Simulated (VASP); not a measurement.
A run of VASP 6.6.1 is set up as follows.

Contents of INCAR:

```
SYSTEM = Si2W
ALGO = Normal
EDIFF = 1E-8
ENCUT = 400
GGA_COMPAT = .FALSE.
ISIF = 2
ISMEAR = -1
ISYM = 0
LASPH = .TRUE.
LCHARG = .FALSE.
LEFG = .TRUE.
LREAL = .FALSE.
LWAVE = .FALSE.
NBANDS = 18
NELM = 120
PREC = Accurate
SIGMA = 0.05
```

The input KPOINTS:

```
k-points
0
G
  11 11 14
  0 0 0
```

POSCAR

```
Si2W
1.0
   -1.6166360716      1.6166360716      3.9660934757
    1.6166360716     -1.6166360716      3.9660934757
    1.6166360716      1.6166360716     -3.9660934757
Si W
2 1
Direct
    0.3330000000      0.3330000000      0.0000000000
    0.6670000000      0.6670000000      0.0000000000
    0.0000000000      0.0000000000      0.0000000000
```

Potentials or basis: VASP PAW LDA potentials, release 64 (Si, W_sv).

The run is started by

```bash
$ cat potpaw_LDA.64/Si/POTCAR potpaw_LDA.64/W_sv/POTCAR > POTCAR
$ mpirun -np 1 vasp_std > vasp.out
```

(1) Estimate the band gap on the k mesh.

(2) Estimate the pressure.

(3) Estimate the largest force.

## Answers

(1) zero (bands 11 and 12 overlap by 1.22 eV).

(2) -10.6 GPa.

(3) 0.354 eV/Å.

Caveat: the cell stands under tension; without QUAD_EFG the Cq values of the log hold for a quadrupole moment of 1 mb, not for the nuclei; spin-orbit coupling is left out, which moves the levels of the heavy elements.
